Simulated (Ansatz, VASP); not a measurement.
**One calculation of Te, two programs**

```xyz
4
Lattice="5.2110 0.0000 0.0000 0.0000 5.2110 0.0000 0.0000 0.0000 5.2110" Properties=species:S:1:pos:R:3 pbc="T T T"
Te    4.5597    0.6514    3.2569
Te    1.9541    1.9541    1.9541
Te    0.6514    3.2569    4.5597
Te    3.2569    4.5597    0.6514
```

Alike in both runs: functional PBE; k mesh 4 × 4 × 4; occupations gaussian, width 0.1 eV; no spin polarisation.

Ansatz relaxed the structure, and its values are those at the end. VASP's run is a single point on that final structure, the one shown.

|  | VASP | Ansatz |
| --- | --- | --- |
| version | VASP 6.6.1 | Ansatz 0.2.0 |
| potentials or method | VASP PAW PBE potentials, release 64 (Te), cutoff 520 eV | scalar-relativistic, plane waves, PAW |
| valence electrons in the cell | 24 | 64 |

```csv
,VASP,Ansatz,Ansatz less VASP
gap on the k mesh at the Fermi level (eV),none,none,-
pressure (GPa),0.4,0.4,+0.04
```

A gap of «none» marks a metal or a gap that the smearing closes. The functional is the same, so the differences come from potentials, cutoffs and numerics. VASP's potentials hold 24 valence electrons a cell and Ansatz's 64, so a difference there can come from the potentials and not from the codes.

Neither program's run includes spin-orbit coupling.
